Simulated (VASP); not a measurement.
A run of VASP 6.6.1 is set up as follows.

File POSCAR:

```
KTaO3
1.0
    3.9883000000      0.0000000000      0.0000000000
    0.0000000000      3.9883000000      0.0000000000
    0.0000000000      0.0000000000      3.9883000000
Ta K O
1 1 3
Direct
    0.0000000000      0.0000000000      0.0000000000
    0.5000000000      0.5000000000      0.5000000000
    0.0000000000      0.0000000000      0.5000000000
    0.0000000000      0.5000000000      0.0000000000
    0.5000000000      0.0000000000      0.0000000000
```

INCAR.step1

```
  ALGO = Normal
  EDIFF = 1E-5
  ENCUT = 660
  GGA = PE
  GGA_COMPAT = F
  ISMEAR = -1
  LASPH = T
  LCHARG = F
  LMAXMIX = 4
  LREAL = F
  LSORBIT = T
  LWAVE = T
  MAGMOM = 0 0 0 0 0 0 0 0 0 0 0 0 0 0 0
  NBANDS = 55
  NELM = 200
  PREC = Accurate
  SIGMA = 0.05
```

File INCAR.step2:

```
  ALGO = Normal
  EDIFF = 1E-6
  ENCUT = 660
  GGA_COMPAT = F
  ISIF = 2
  ISMEAR = -1
  ISTART = 1
  LASPH = T
  LCHARG = F
  LMAXMIX = 4
  LMIXTAU = T
  LORBIT = 11
  LORBMOM = T
  LREAL = F
  LSORBIT = T
  LWAVE = F
  MAGMOM = 0 0 0 0 0 0 0 0 0 0 0 0 0 0 0
  METAGGA = R2SCAN
  NBANDS = 55
  NELM = 200
  PREC = Accurate
  SIGMA = 0.05
```

KPOINTS

```
k-points
0
Gamma
  5 5 5
```

Potentials or basis: VASP PAW PBE potentials, release 64 (Ta_sv_GW, K_sv, O).

Command:

```sh
$ cat potpaw_PBE.64/Ta_sv_GW/POTCAR potpaw_PBE.64/K_sv/POTCAR potpaw_PBE.64/O/POTCAR > POTCAR
$ cp INCAR.step1 INCAR
$ mpirun -np 1 vasp_ncl > vasp.out
$ cp INCAR.step2 INCAR
$ mpirun -np 1 vasp_ncl > vasp.out
```

(1) Predict the net moment.

(2) Estimate the pressure.

Answers

(1) 0.00 μB per cell.

(2) 0.4 GPa.

Caveat: the PAW data sets were made with another functional, which shifts forces and pressure a little.
